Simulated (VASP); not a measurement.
# KCl in VASP: settings compared

Aim: see how the results for KCl move with the level of theory and the settings. Levels: PBE, LDA, r2SCAN. Tasks: electric field gradients.

Everything below comes from runs of VASP 6.6.1. Logs are shortened: lines on timing, memory, paths and dates and some standing lists are left out, and cuts for length are marked.

## (1) The cell of the first run

It takes space group P4/mmm (No. 123, tetragonal). The conventional cell has a = 3.581 Å, b = 3.581 Å, c = 3.743 Å, α = 90.00°, β = 90.00°, γ = 90.00°. Within 4.1 Å of K (site symmetry 4/mmm) lie 8 Cl at 3.15 Å and 6 K at 3.58 to 3.74 Å. Cl (site symmetry 4/mmm) has 8 K at 3.15 Å and 6 Cl at 3.58 to 3.74 Å within 4.1 Å.

## (2) Electric field gradients, PBE (z stretched by +3 % at fixed volume)

The input, INCAR:

```
  PREC = Accurate
  ENCUT = 520
  EDIFF = 1E-8
  ISMEAR = -1
  SIGMA = 0.01
  LREAL = F
  LASPH = T
  NELM = 100
  ALGO = Normal
  ISIF = 2
  LWAVE = F
  LCHARG = F
  GGA = PE
  LEFG = T
  NBANDS = 15
```

The input, KPOINTS:

```
regular mesh
0
Gamma
  7 7 7
```

The input, POSCAR:

```
KCl
1.0
    3.5806865970      0.0000000000      0.0000000000
    0.0000000000      3.5806865970      0.0000000000
    0.0000000000      0.0000000000      3.7430200000
K Cl
1 1
Direct
    0.0000000000      0.0000000000      0.0000000000
    0.5000000000      0.5000000000      0.5000000000
```

Potentials or basis: VASP PAW PBE potentials, release 64 (K_sv, Cl).

The run is started by

```sh
$ cat potpaw_PBE.64/K_sv/POTCAR potpaw_PBE.64/Cl/POTCAR > POTCAR
$ mpirun -np 1 vasp_std > vasp.out
```

OUTCAR:

```text
PREC = Accurate
   ENCUT = 520
   EDIFF = 1E-8
   ISMEAR = -1
   LREAL = F
   LASPH = T
   NELM = 100
   ISIF = 2
   GGA = PE

 ion  position               nearest neighbor table
   1  0.000  0.000  0.000-   2 3.15   2 3.15   2 3.15   2 3.15   2 3.15   2 3.15   2 3.15   2 3.15

   2  0.500  0.500  0.500-   1 3.15   1 3.15   1 3.15   1 3.15   1 3.15   1 3.15   1 3.15   1 3.15

  LATTYP: Found a simple tetragonal cell.
 ALAT       =     3.5806865970
 C/A-ratio  =     1.0453358312

  Lattice vectors:

 A1 = (   3.5806865970,   0.0000000000,   0.0000000000)
 A2 = (   0.0000000000,   3.5806865970,   0.0000000000)
 A3 = (   0.0000000000,   0.0000000000,   3.7430200000)

Analysis of symmetry for initial positions (statically):
=====================================================================
 Subroutine PRICEL returns:
 Original cell was already a primitive cell.

 Routine SETGRP: Setting up the symmetry group for a
 simple tetragonal supercell.

 Subroutine GETGRP returns: Found 16 space group operations
 (whereof 16 operations were pure point group operations)
 out of a pool of 16 trial point group operations.

The static configuration has the point symmetry D_4h.

Analysis of symmetry for dynamics (positions and initial velocities):
=====================================================================
 Subroutine PRICEL returns:
 Original cell was already a primitive cell.

 Routine SETGRP: Setting up the symmetry group for a
 simple tetragonal supercell.

 Subroutine GETGRP returns: Found 16 space group operations
 (whereof 16 operations were pure point group operations)
 out of a pool of 16 trial point group operations.

The dynamic configuration has the point symmetry D_4h.

 Subroutine INISYM returns: Found 16 space group operations
 (whereof 16 operations are pure point group operations),
 and found     1 'primitive' translations

----------------------------------------------------------------------------------------

                                     Primitive cell

  volume of cell :      47.9904

  direct lattice vectors                    reciprocal lattice vectors
     3.580686597  0.000000000  0.000000000     0.279276047  0.000000000  0.000000000
     0.000000000  3.580686597  0.000000000     0.000000000  0.279276047  0.000000000
     0.000000000  0.000000000  3.743020000     0.000000000  0.000000000  0.267163948

  length of vectors
     3.580686597  3.580686597  3.743020000     0.279276047  0.279276047  0.267163948

  position of ions in fractional coordinates (direct lattice)
     0.000000000  0.000000000  0.000000000
     0.500000000  0.500000000  0.500000000

  ion indices of the primitive-cell ions
   primitive index   ion index
                 1           1
                 2           2

----------------------------------------------------------------------------------------

 KPOINTS: regular mesh

Automatic generation of k-mesh.
 Grid dimensions read from file:
 generate k-points for:    7    7    7

 Generating k-lattice:

  Cartesian coordinates                     Fractional coordinates (reciprocal lattice)
     0.039896578  0.000000000  0.000000000     0.142857143  0.000000000  0.000000000
     0.000000000  0.039896578  0.000000000     0.000000000  0.142857143  0.000000000
     0.000000000  0.000000000  0.038166278     0.000000000  0.000000000  0.142857143

  Length of vectors
     0.039896578  0.039896578  0.038166278

  Shift w.r.t. Gamma in fractional coordinates (k-lattice)
     0.000000000  0.000000000  0.000000000

 Subroutine IBZKPT returns following result:
 ===========================================

 Found     40 irreducible k-points:

 Following reciprocal coordinates:
            Coordinates               Weight
[... 33 lines left out ...]
 SYSTEM =  unknown system
   PREC   = accura    normal or accurate (medium, high low for compatibility)
   ISTART =      0    job   : 0-new  1-cont  2-samecut
   ICHARG =      2    charge: 1-file 2-atom 10-const
   ISPIN  =      1    spin polarized calculation?
   LNONCOLLINEAR =      F non collinear calculations
   LSORBIT =      F    spin-orbit coupling
   LASPH  =      T    aspherical Exc in radial PAW
   ENCUT  =  520.0 eV  38.22 Ry    6.18 a.u.   6.66  6.66  6.96*2*pi/ulx,y,z
   NELM   =    100;   NELMIN=  2; NELMDL= -5     # of ELM steps
   EDIFF  = 0.1E-07   stopping-criterion for ELM
   LREAL  =      F    real-space projection
   EDIFFG = 0.1E-06   stopping-criterion for IOM
   NSW    =      0    number of steps for IOM
   IBRION =     -1    ionic relax: 0-MD 1-quasi-New 2-CG
   NFREE  =      0    steps in history (QN), initial steepest desc. (CG)
   ISIF   =      2    stress and relaxation
   ISYM   =      2    0-nonsym 1-usesym 2-fastsym
   POTIM  = 0.5000    time-step for ionic-motion
   TEBEG  =    0.0;   TEEND  =   0.0 temperature during run
   PSTRESS=    0.0 pullay stress
   NELECT =      16.0000    total number of electrons
   NUPDOWN=      -1.0000    fix difference up-down
   EMIN   =  10.00;   EMAX   =-10.00  energy-range for DOS
   EFERMI =   0.00;   METHOD = LEGACY
   ISMEAR =    -1;   SIGMA  =   0.01  broadening in eV -4-tet -1-fermi 0-gaus
   EFERMI_NEDOS =   21; number of points for ismear=-14 and -15
   IALGO  =     38    algorithm
   IMIX   =      4    mixing-type and parameters
     AMIX     =   0.40;   BMIX     =  1.00
     AMIX_MAG =   1.60;   BMIX_MAG =  1.00
  volume/ion in A,a.u.               =      24.00       161.93
  Fermi-wavevector in a.u.,A,eV,Ry     =   1.135176  2.145172 17.532804  1.288625
  Thomas-Fermi vector in A             =   2.271881
   LORBIT       =      0    0 simple, 1 ext, 2 COOP (PROOUT), +10 PAW based schemes
   GGA     = PE    functional components
   LHFCALC =     F    Hartree Fock is set to
   AEXX    =    0.0000 exact exchange contribution
   IVDW    =     0    specifies the selected vdW correction
   LEPSILON=     F    determine dielectric tensor
   LRPA    =     F    only Hartree local field effects (RPA)
 non-spin polarized calculation
  energy-cutoff  :      520.00
  volume of cell :       47.99
 maximum number of plane-waves:      1311
 NGX is ok and might be reduce to    28
   NGX = 13   NGY = 13   NGZ = 13

 number of electron      16.0000002 magnetization

 Free energy of the ion-electron system (eV)
  ---------------------------------------------------
  ext. energy  EPLUGINS =         0.00000000
  ---------------------------------------------------
  free energy    TOTEN  =        -6.54000440 eV

  energy without entropy =       -6.54000440  energy(sigma->0) =       -6.54000440

 E-fermi :   0.3953     XC(G=0):  -8.8092

 val. band max:        0.1301708995   @ k =   0.4286   0.0000   0.4286
 cond. band min:       5.5991932503   @ k =   0.0000   0.0000   0.0000
 fundamental gap:      5.4690223508
 Fermi energy:         0.3952781728

 k-point     1 :       0.0000    0.0000    0.0000
  band No.  band energies     occupation
      1     -27.7606      2.00000
      2     -12.8438      2.00000
      3     -11.1318      2.00000
      4     -11.0893      2.00000
      5     -11.0893      2.00000
      6      -0.3363      2.00000
      7      -0.0620      2.00000
      8      -0.0620      2.00000
      9       5.5992      0.00000
     10       6.3876      0.00000
     11       6.5391      0.00000
     12      11.0200      0.00000
     13      11.0200      0.00000
     14      11.3669      0.00000
[... 401 lines left out ...]
      2     -12.7737      2.00000
      3     -11.3284      2.00000
      4     -11.1644      2.00000
      5     -11.0148      2.00000
      6      -1.6833      2.00000
      7      -1.0154      2.00000
      8       0.0501      2.00000
      9       7.0736      0.00000
     10       8.0839      0.00000
     11       9.7379      0.00000
     12      10.1440      0.00000
     13      10.2010      0.00000
     14      11.2292      0.00000
     15      12.8069      0.00000

 [... further k-points ...]

------------------------ aborting loop because EDIFF is reached ----------------------------------------

  FORCE on cell =-STRESS in cart. coord.  units (eV):
  Direction    XX          YY          ZZ          XY          YZ          ZX
  --------------------------------------------------------------------------------------
  -------------------------------------------------------------------------------------
  Total        1.5853114      1.5853114      0.9028846      0.0000000      0.0000000     -0.0000000
  in kB       52.9261597     52.9261597     30.1431094      0.0000000      0.0000000     -0.0000000
  external PRESSURE =      45.3318096 kB  Pullay stress =       0.0000000 kB

 VOLUME and BASIS-vectors are now :
 -----------------------------------------------------------------------------
  energy-cutoff  :      520.00
  volume of cell :       47.99
      direct lattice vectors                 reciprocal lattice vectors
     3.580686597  0.000000000  0.000000000     0.279276047  0.000000000  0.000000000
     0.000000000  3.580686597  0.000000000     0.000000000  0.279276047  0.000000000
     0.000000000  0.000000000  3.743020000     0.000000000  0.000000000  0.267163948

 POSITION                                       TOTAL-FORCE (eV/Angst)
 -----------------------------------------------------------------------------------
      0.00000      0.00000      0.00000         0.000000      0.000000      0.000000
      1.79034      1.79034      1.87151         0.000000      0.000000      0.000000
 -----------------------------------------------------------------------------------
    total drift:                               -0.000000      0.000000      0.000000

  FREE ENERGIE OF THE ION-ELECTRON SYSTEM (eV)
  ---------------------------------------------------
  free  energy   TOTEN  =        -6.5400044017 eV

  energy  without entropy=       -6.5400044017  energy(sigma->0) =       -6.54000440

 Electric field gradients (V/A^2)
---------------------------------------------------------------------
 ion       V_xx      V_yy      V_zz      V_xy      V_xz      V_yz
---------------------------------------------------------------------
   1       2.986     2.986    -5.972    -0.000    -0.000    -0.000
   2      -5.668    -5.668    11.335    -0.000     0.000     0.000
---------------------------------------------------------------------

 Electric field gradients after diagonalization (V/A^2)
 (convention: |V_zz| > |V_xx| > |V_yy|)
----------------------------------------------------------------------
 ion       V_xx      V_yy      V_zz     asymmetry (V_yy - V_xx)/ V_zz
----------------------------------------------------------------------
   1       2.986     2.986    -5.972       0.000
   2      -5.668    -5.668    11.335       0.000
----------------------------------------------------------------------

           NMR quadrupolar parameters

 Cq : quadrupolar parameter    Cq=e*Q*V_zz/h
 eta: asymmetry parameters     (V_yy - V_xx)/ V_zz
 Q  : nuclear electric quadrupole moment in mb (millibarn)
----------------------------------------------------------------------
 ion       Cq(MHz)       eta       Q (mb)
----------------------------------------------------------------------
   1      -0.014       0.000       1.000
   2       0.027       0.000       1.000
----------------------------------------------------------------------
```

It took 24 s on 1 thread of Intel Xeon Platinum 8375C at 2.90GHz (Ice Lake), shared host; peak memory 0.17 GiB.

What came out:

```yaml
Free_energy: -6.5400 eV
Pressure: 4.5 GPa
Band_gap_on_the_k_mesh: 5.47 eV, indirect (least direct gap 5.66 eV)
```

Stress tensor (GPa, compression positive):
```
5.29 0.00 0.00
0.00 5.29 0.00
0.00 0.00 3.01
```

Levels at points of the mesh, in eV from the valence-band top:
```csv
k point,band 5,band 6,band 7,band 8,band 9,band 10,band 11,band 12
"(0.00, 0.00, 0.00)",-11.22,-0.47,-0.19,-0.19,5.47,6.26,6.41,10.89
```

Electric field gradients, principal values (V/Å²):
```
atom   least  middle  greatest (by size)
 1 K   2.986   2.986              -5.972
2 Cl  -5.668  -5.668              11.335
```

Caveat: without QUAD_EFG the Cq values of the log hold for a quadrupole moment of 1 mb, not for the nuclei.

## (3) Electric field gradients, PBE (x and y stretched by +1.5 %, z held)

The input, INCAR:

```
SYSTEM = KCl
  PREC = Accurate
  ENCUT = 520
  EDIFF = 1E-8
  ISMEAR = -1
  SIGMA = 0.01
  LREAL = .FALSE.
  LASPH = .TRUE.
  NELM = 100
  ALGO = Normal
  ISIF = 2
  LWAVE = .FALSE.
  LCHARG = .FALSE.
  GGA = PE
  LEFG = .TRUE.
  NBANDS = 15
```

The input, KPOINTS:

```
Automatic mesh
0
G
  7 7 7
  0 0 0
```

The input, POSCAR:

```
KCl
1.0
    3.6885100000      0.0000000000      0.0000000000
    0.0000000000      3.6885100000      0.0000000000
    0.0000000000      0.0000000000      3.6340000000
K Cl
1 1
Direct
    0.0000000000      0.0000000000      0.0000000000
    0.5000000000      0.5000000000      0.5000000000
```

Potentials or basis: VASP PAW PBE potentials, release 64 (K_sv, Cl).

The run is started by

```sh
$ cat potpaw_PBE.64/K_sv/POTCAR potpaw_PBE.64/Cl/POTCAR > POTCAR
$ mpirun -np 1 vasp_std > vasp.out
```

OUTCAR:

```text
SYSTEM = KCl
   PREC = Accurate
   ENCUT = 520
   EDIFF = 1E-8
   ISMEAR = -1
   LREAL = .FALSE.
   LASPH = .TRUE.
   NELM = 100
   ISIF = 2
   GGA = PE

 ion  position               nearest neighbor table
   1  0.000  0.000  0.000-   2 3.18   2 3.18   2 3.18   2 3.18   2 3.18   2 3.18   2 3.18   2 3.18

   2  0.500  0.500  0.500-   1 3.18   1 3.18   1 3.18   1 3.18   1 3.18   1 3.18   1 3.18   1 3.18

  LATTYP: Found a simple tetragonal cell.
 ALAT       =     3.6885100000
 C/A-ratio  =     0.9852216749

  Lattice vectors:

 A1 = (   3.6885100000,   0.0000000000,   0.0000000000)
[... 646 lines left out ...]
  free  energy   TOTEN  =        -6.5854203327 eV

  energy  without entropy=       -6.5854203327  energy(sigma->0) =       -6.58542033

 Electric field gradients (V/A^2)
---------------------------------------------------------------------
 ion       V_xx      V_yy      V_zz      V_xy      V_xz      V_yz
---------------------------------------------------------------------
   1      -0.977    -0.977     1.954     0.000    -0.000    -0.000
   2       1.908     1.908    -3.816    -0.000     0.000    -0.000
---------------------------------------------------------------------

 Electric field gradients after diagonalization (V/A^2)
 (convention: |V_zz| > |V_xx| > |V_yy|)
----------------------------------------------------------------------
 ion       V_xx      V_yy      V_zz     asymmetry (V_yy - V_xx)/ V_zz
----------------------------------------------------------------------
   1      -0.977    -0.977     1.954       0.000
   2       1.908     1.908    -3.816       0.000
----------------------------------------------------------------------

           NMR quadrupolar parameters

 Cq : quadrupolar parameter    Cq=e*Q*V_zz/h
 eta: asymmetry parameters     (V_yy - V_xx)/ V_zz
 Q  : nuclear electric quadrupole moment in mb (millibarn)
----------------------------------------------------------------------
 ion       Cq(MHz)       eta       Q (mb)
----------------------------------------------------------------------
   1       0.005       0.000       1.000
   2      -0.009       0.000       1.000
----------------------------------------------------------------------
```

OSZICAR:

```text
N       E                     dE             d eps       ncg     rms          rms(c)
DAV:   1     0.105227831947E+03    0.10523E+03   -0.74354E+03  1200   0.987E+02
DAV:   2    -0.139212210743E+01   -0.10662E+03   -0.99347E+02  1611   0.249E+02
DAV:   3    -0.670486835877E+01   -0.53127E+01   -0.52895E+01  1699   0.492E+01
DAV:   4    -0.687035590917E+01   -0.16549E+00   -0.16546E+00  1735   0.799E+00
DAV:   5    -0.687153442520E+01   -0.11785E-02   -0.11785E-02  1727   0.765E-01    0.349E+00
DAV:   6    -0.661408276856E+01    0.25745E+00   -0.27018E-01  1515   0.331E+00    0.293E+00
DAV:   7    -0.658306494314E+01    0.31018E-01   -0.88961E-02  1613   0.205E+00    0.170E+00
DAV:   8    -0.658524041628E+01   -0.21755E-02   -0.16036E-02  1641   0.101E+00    0.219E-01
DAV:   9    -0.658521797426E+01    0.22442E-04   -0.60838E-04  1655   0.173E-01    0.979E-02
DAV:  10    -0.658542276992E+01   -0.20480E-03   -0.27799E-04  1333   0.134E-01    0.262E-02
DAV:  11    -0.658542029035E+01    0.24796E-05   -0.83140E-06  1736   0.217E-02    0.655E-03
DAV:  12    -0.658542036835E+01   -0.78001E-07   -0.10766E-06  1361   0.889E-03    0.170E-03
DAV:  13    -0.658542037943E+01   -0.11083E-07   -0.67367E-08  1698   0.227E-03    0.485E-04
DAV:  14    -0.658542030572E+01    0.73713E-07   -0.22105E-08  1346   0.120E-03    0.123E-04
DAV:  15    -0.658542031750E+01   -0.11778E-07   -0.59688E-10  1195   0.167E-04    0.692E-05
DAV:  16    -0.658542033668E+01   -0.19183E-07   -0.36452E-10   838   0.148E-04    0.396E-05
DAV:  17    -0.658542033272E+01    0.39579E-08   -0.73247E-11   810   0.587E-05
   1 F= -.65854203E+01 E0= -.65854203E+01  d E =-.181004E-15
```

Wall time 30 s (1 thread of Intel Xeon Platinum 8375C at 2.90GHz (Ice Lake), shared host); peak memory 0.16 GiB.

Results:

- Free energy: -6.5854 eV
- Pressure: 3.4 GPa
- Band gap on the k mesh: 5.39 eV, indirect (least direct gap 5.58 eV)

Electric field gradients, principal values (V/Å²):
```
atom   least  middle  greatest (by size)
 1 K  -0.977  -0.977               1.954
2 Cl   1.908   1.908              -3.816
```

Caveat: the cell differs from its parent crystal (x and y stretched by +1.5 %, z held); without QUAD_EFG the Cq values of the log hold for a quadrupole moment of 1 mb, not for the nuclei. A k mesh can miss the band edges.

(Part 1 of 2 ends here.)
